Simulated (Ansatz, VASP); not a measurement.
AgCl: VASP beside Ansatz

The input INCAR:

```
PREC     = Accurate       # precision mode
ENCUT    = 520            # plane-wave cutoff, eV
EDIFF    = 1E-7           # SCF threshold, eV
ISMEAR   = 0              # smearing method
SIGMA    = 0.05           # smearing width, eV
LREAL    = F              # projectors in reciprocal space
LASPH    = T              # aspherical terms in the spheres
NELM     = 60             # most SCF steps
ALGO     = Normal         # electronic algorithm
ISIF     = 2              # what is computed and relaxed
LWAVE    = F              # write WAVECAR
LCHARG   = T              # write CHGCAR
GGA      = PS             # functional
LELF     = T              # ELF
LVHAR    = T            
NBANDS   = 16             # bands
```

KPOINTS

```
Automatic mesh
0
Gamma
  10 10 10
```

POSCAR

```
AgCl
1.0
    3.4339730000      0.0000000000      0.0000000000
    0.0000000000      3.4339730000      0.0000000000
    0.0000000000      0.0000000000      3.1764250250
Ag Cl
1 1
Direct
    0.0000000000      0.0000000000      0.0000000000
    0.5000000000      0.5000000000      0.5000000000
```

Input for Ansatz:

```yaml
crystal:
  lattice:
    - [3.433973, 0.0, 0.0]
    - [0.0, 3.433973, 0.0]
    - [0.0, 0.0, 3.176425025]
  atoms:
    - { symbol: Ag, position: [0.0, 0.0, 0.0] }
    - { symbol: Cl, position: [0.5, 0.5, 0.5] }
basis:
  ecutwfc: 420
kpoints:
  mp_grid: { grid: [10, 10, 10] }
hamiltonian:
  xc: pbesol
scf:
  occupations: { method: gaussian, width: 0.05 }
output:
  forces: true
  stress: true
  eigenvalues: true
```

Change from the starting cell: strain -0.0750 x Voigt [0, 0, 1, 0, 0, 0], atoms carried along.

Alike in both runs: task single point; functional PBEsol; k mesh 10 × 10 × 10; occupations gaussian, width 0.05 eV; no spin polarisation.

|  | VASP | Ansatz |
| --- | --- | --- |
| version | VASP 6.6.1 | Ansatz 0.2.0 |
| potentials or method | VASP PAW PBE potentials, release 64 (Ag, Cl), cutoff 520 eV | scalar-relativistic, plane waves, PAW |
| valence electrons in the cell | 18 | 26 |

```csv
,VASP,Ansatz,Ansatz less VASP
gap on the k mesh at the Fermi level (eV),0.26,0.25,-0.002
least direct gap on the mesh (eV),1.59,1.58,-0.002
pressure (GPa),-0.8,-0.7,+0.12
"traceless stress, the component that is largest in VASP (GPa)",3.12,3.11,-0.006
```

VASP's potentials were made for PBE, not for PBEsol. VASP's potentials hold 18 valence electrons a cell and Ansatz's 26, so a difference there can come from the potentials and not from the codes.
